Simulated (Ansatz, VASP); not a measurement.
Sn3Se in VASP and in Ansatz

```
Sn Se
1.0
     0.00000    3.73314    3.73314
     3.73314    0.00000    3.73314
     3.73314    3.73314    0.00000
Sn Se
3 1
Direct
  0.25000 0.25000 0.25000
  0.75000 0.75000 0.75000
  0.50000 0.50000 0.50000
  0.00000 0.00000 0.00000
```

Alike in both runs: task relaxation of cell and atoms; functional PBEsol; k mesh 10 × 10 × 10; occupations gaussian, width 0.1 eV; no spin polarisation.

|  | VASP | Ansatz |
| --- | --- | --- |
| version | VASP 6.6.1 | Ansatz 0.2.0 |
| potentials or method | VASP PAW PBE potentials, release 64 (Sn_d, Se), cutoff 600 eV | scalar-relativistic, plane waves, PAW |
| valence electrons in the cell | 48 | 58 |

Ansatz gave:

```
gap on the k mesh at the Fermi level, each at its own relaxed structure (eV)  : none
relaxed volume (Å³/atom)                                                      : 24.48
relaxed length of the cell vector where the two differ most in proportion (Å) : 5.173
```

**Question.** Which values does VASP return?

**Answer.** gap on the k mesh at the Fermi level, each at its own relaxed structure (eV): none; relaxed volume (Å³/atom): 24.49; relaxed length of the cell vector where the two differ most in proportion (Å): 5.174.

VASP's potentials were made for PBE, not for PBEsol. A gap of «none» marks a metal or a gap that the smearing closes. VASP's potentials hold 48 valence electrons a cell and Ansatz's 58, so a difference there can come from the potentials and not from the codes.

Noted on VASP's run: too few bands were computed for a metal, which touches its energy and stress.
